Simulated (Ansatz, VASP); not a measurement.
**W in VASP and in Ansatz**

Contents of INCAR:

```
ALGO = Normal
EDIFF = 1E-7
ENCUT = 520
GGA = PE
ISIF = 2
ISMEAR = 0
LASPH = T
LCHARG = F
LREAL = F
LWAVE = F
NBANDS = 21
NELM = 80
PREC = Accurate
SIGMA = 0.1
```

File KPOINTS:

```
k-points
0
Gamma
  16 16 16
```

Contents of POSCAR:

```
W
1.0
    3.2153987857      0.0000000000      0.0000000000
    0.0000000000      3.2153987857      0.0000000000
    0.0000000000      0.0000000000      3.2153987857
W
2
Direct
    0.0000000000      0.0000000000      0.0000000000
    0.5000000000      0.5000000000      0.5000000000
```

Input for Ansatz:

```yaml
crystal:
  lattice:
    - [3.2153987857, 0.0, 0.0]
    - [0.0, 3.2153987857, 0.0]
    - [0.0, 0.0, 3.2153987857]
  atoms:
    - { symbol: W, position: [0.0, 0.0, 0.0] }
    - { symbol: W, position: [0.5, 0.5, 0.5] }
basis:
  ecutwfc: 420
kpoints:
  mp_grid: { grid: [16, 16, 16] }
hamiltonian:
  xc: pbe
scf:
  occupations: { method: gaussian, width: 0.1 }
output:
  forces: true
  stress: true
  eigenvalues: true
  write_density: true
  write_potential: true
  elf: true
  volumetric_format: npy
```

Change from the starting cell: equal strain along all axes, cell held, atoms relaxed: +1.0 %.

Alike in both runs: task single point; functional PBE; k mesh 16 × 16 × 16; occupations gaussian, width 0.1 eV; no spin polarisation.

```csv
,VASP,Ansatz
version,VASP 6.6.1,Ansatz 0.2.0
potentials or method,"VASP PAW PBE potentials, release 64 (W_sv), cutoff 520 eV","scalar-relativistic, plane waves, PAW"
valence electrons in the cell,28,28
```

Ansatz gave:

```
gap on the k mesh at the Fermi level (eV) : none
pressure (GPa)                            : -8.4
```

Task: What did VASP give for the same quantities?

Result: gap on the k mesh at the Fermi level (eV): none; pressure (GPa): -8.0.

A gap of «none» marks a metal or a gap that the smearing closes. The functional is the same, so the differences come from potentials, cutoffs and numerics.

Spin-orbit coupling is off throughout.
